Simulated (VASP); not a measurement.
Here is a VASP 6.6.1 calculation.

INCAR

```
PREC = Accurate
ENCUT = 520
EDIFF = 1E-6
ISMEAR = 0
SIGMA = 0.05
LREAL = False
LASPH = True
NELM = 100
ALGO = Normal
ISIF = 2
LWAVE = False
LCHARG = False
GGA = PE
NBANDS = 15
```

File KPOINTS:

```
regular mesh
0
Gamma
  8 8 8
```

File POSCAR:

```
KF
1.0
    0.0000000000      2.7105354767      2.5072453159
    2.7579698475      0.0000000000      2.5072453159
    2.7579698475      2.7105354767      0.0000000000
K F
1 1
Direct
    0.0000000000      0.0000000000      0.0000000000
    0.5000000000      0.5000000000      0.5000000000
```

Potentials or basis: VASP PAW PBE potentials, release 64 (K_sv, F).

Run with:

```sh
$ cat potpaw_PBE.64/K_sv/POTCAR potpaw_PBE.64/F/POTCAR > POTCAR
$ mpirun -np 1 vasp_std > vasp.out
```

Problem. Predict the band gap on the k mesh.

Solution. 6.09 eV.

Problem. Estimate the pressure.

Solution. 2.9 GPa.

Stress tensor (GPa, compression positive):
```
0.19 0.00 0.00
0.00 1.03 0.00
0.00 0.00 7.38
```

Caveat: the cell differs from its parent crystal (normal strain along x +0.0175, normal strain along z -0.0750). A k mesh can miss the band edges.
